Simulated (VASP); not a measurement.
Here is a VASP 6.6.1 calculation.

File INCAR:

```
SYSTEM = LiF
PREC = Accurate
ENCUT = 520
EDIFF = 1E-7
ISMEAR = 0
SIGMA = 0.01
LREAL = .FALSE.
LASPH = .TRUE.
NELM = 100
ALGO = Normal
ISIF = 2
LWAVE = .FALSE.
LCHARG = .FALSE.
GGA = PE
NBANDS = 12
```

The input KPOINTS:

```
Automatic mesh
0
G
  8 8 8
  0 0 0
```

POSCAR

```
LiF
1.0
    0.0000000000      1.9948717406      1.9948717406
    1.9948717406      0.0000000000      1.9948717406
    1.9948717406      1.9948717406      0.0000000000
Li F
1 1
Direct
    0.0000000000      0.0000000000      0.0000000000
    0.5000000000      0.5000000000      0.5000000000
```

Potentials or basis: VASP PAW PBE potentials, release 64 (Li_sv, F).

The run is started by

```sh
$ cat potpaw_PBE.64/Li_sv/POTCAR potpaw_PBE.64/F/POTCAR > POTCAR
$ mpirun -np 1 vasp_std > vasp.out
```

Task: Predict the band gap on the k mesh.

Result: 9.35 eV, direct.

 A hybrid or GW would open this gap; PBE tends to underestimate it.
